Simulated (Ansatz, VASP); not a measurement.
# Two plane-wave programs on BaS

The input POSCAR:

```
BaS
1.0
    0.0000000000      3.2119099267      3.2119099267
    3.2119099267      0.0000000000      3.2119099267
    3.2119099267      3.2119099267      0.0000000000
Ba S
1 1
Direct
    0.0000000000      0.0000000000      0.0000000000
    0.5000000000      0.5000000000      0.5000000000
```

The input INCAR.step1:

```
SYSTEM = BaS
ALGO = Normal
EDIFF = 1E-4
ENCUT = 520
GGA = PE
ISMEAR = 0
LASPH = .TRUE.
LCHARG = .FALSE.
LREAL = .FALSE.
LWAVE = .TRUE.
NBANDS = 15
NELM = 80
PREC = Accurate
SIGMA = 0.01
```

INCAR.step2

```
SYSTEM = BaS
ALGO = Normal
EDIFF = 1E-7
ENCUT = 520
ISIF = 2
ISMEAR = 0
ISTART = 1
LASPH = .TRUE.
LCHARG = .FALSE.
LMIXTAU = .TRUE.
LREAL = .FALSE.
LWAVE = .FALSE.
METAGGA = R2SCAN
NBANDS = 15
NELM = 80
PREC = Accurate
SIGMA = 0.01
```

The input KPOINTS:

```
k-points
0
G
  8 8 8
  0 0 0
```

Input for Ansatz:

```yaml
crystal:
  lattice:
    - [0.0, 3.2119099267, 3.2119099267]
    - [3.2119099267, 0.0, 3.2119099267]
    - [3.2119099267, 3.2119099267, 0.0]
  atoms:
    - { symbol: Ba, position: [0.0, 0.0, 0.0] }
    - { symbol: S, position: [0.5, 0.5, 0.5] }
kpoints:
  mp_grid: { grid: [8, 8, 8] }
  band_path:
    path:
      - [0.0, 0.0, 0.0]
      - [0.5, 0.0, 0.5]
      - [0.625, 0.25, 0.625]
      - [0.375, 0.375, 0.75]
      - [0.5, 0.5, 0.5]
      - [0.5, 0.25, 0.75]
      - [0.0, 0.5, 0.5]
    npoints: 1
hamiltonian:
  xc: r2scan
scf:
  occupations: { method: fixed }
  n_extra_bands: 4
output:
  forces: true
  stress: true
  eigenvalues: true
```

Alike in both runs: task single point; functional r2SCAN; k mesh 8 × 8 × 8; no spin polarisation.

|  | VASP | Ansatz |
| --- | --- | --- |
| version | VASP 6.6.1 | Ansatz 0.2.0 |
| potentials or method | VASP PAW PBE potentials, release 64 (Ba_sv, S) | plane waves, PAW |
| plane-wave cutoff (eV) | 520 | 500 |
| occupations | gaussian, width 0.01 eV | fixed |
| valence electrons in the cell | 16 | 16 |

|  | VASP | Ansatz | Ansatz less VASP |
| --- | --- | --- | --- |
| gap on the k mesh at the Fermi level (eV) | 2.49 | 2.58 | +0.086 |
| pressure (GPa) | 0.6 | 0.0 | -0.56 |

VASP's potentials were made for PBE, not for r2SCAN.

Spin-orbit coupling is off throughout.
